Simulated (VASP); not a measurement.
Write the native input for VASP 6.6.1 that does the following.

```yaml
Task: relaxation of cell and atoms
Functional: PBEsol
Potentials_or_basis: VASP PAW PBE potentials, release 64 (Si)
Cutoff: 600 eV
k_mesh: 8 × 8 × 8
Occupations: gaussian, width 0.01 eV
Spin: no spin polarisation
Target_pressure: 10 GPa
Dipole_correction: no
Further_INCAR_settings: ALGO = Normal; EDIFF = 1e-06; IBRION = 2; EDIFFG = -0.002; NSW = 100; ISIF = 3
```

The structure of Si lies in POSCAR:

```
Si
1.0
    2.7168096183      2.7168096183      0.0000000000
   -2.7168096183      2.7168096183      0.0000000000
    0.0000000000      2.7168096183      2.7168096183
Si
2
Direct
    0.2500000000      0.7500000000      0.5000000000
    0.0000000000      0.0000000000      0.0000000000
```

One way to write it, as run:

INCAR

```
SYSTEM = Si
ALGO     = Normal         ! electronic algorithm
EDIFF    = 1E-6           ! SCF threshold, eV
EDIFFG   = -0.002         ! ionic threshold
ENCUT    = 600            ! plane-wave cutoff, eV
GGA      = PS             ! functional
IBRION   = 2              ! ionic algorithm
ISIF     = 3              ! what is computed and relaxed
ISMEAR   = 0              ! smearing method
LASPH    = .TRUE.         ! aspherical terms in the spheres
LCHARG   = .FALSE.        ! write CHGCAR
LREAL    = .FALSE.        ! projectors in reciprocal space
LWAVE    = .FALSE.        ! write WAVECAR
NELM     = 80             ! most SCF steps
NSW      = 100            ! ionic steps
PREC     = Accurate       ! precision mode
PSTRESS  = 100.0        
SIGMA    = 0.01           ! smearing width, eV
```

KPOINTS

```
k-points
0
G
  8 8 8
  0 0 0
```

Potentials or basis: VASP PAW PBE potentials, release 64 (Si).

Run with:

```bash
$ cat potpaw_PBE.64/Si/POTCAR > POTCAR
$ mpirun -np 1 vasp_std > vasp.out
```

It gave:

* Relaxed volume: 18.38 Å³/atom
* Relaxed cell: a = 3.732 Å, b = 3.732 Å, c = 3.732 Å, α = 60.00°, β = 60.00°, γ = 90.00°
* Space group after relaxing (to 0.1 Å): Fd-3m (No. 227)
* Energy change on relaxing (the run minimises the enthalpy): +49.2 meV/atom
* Ionic steps: 4
* Pressure after relaxing: 10.0 GPa
* Band gap on the k mesh: 0.35 eV (least direct gap 2.55 eV)

Caveat: the cell is relaxed towards a set pressure, so the run minimises the enthalpy, not the energy; the PAW data sets were made with another functional, which shifts forces and pressure a little.

Run time: 36 s on 1 thread of Intel Xeon 8259CL, on a shared host, peak memory 0.17 GiB.
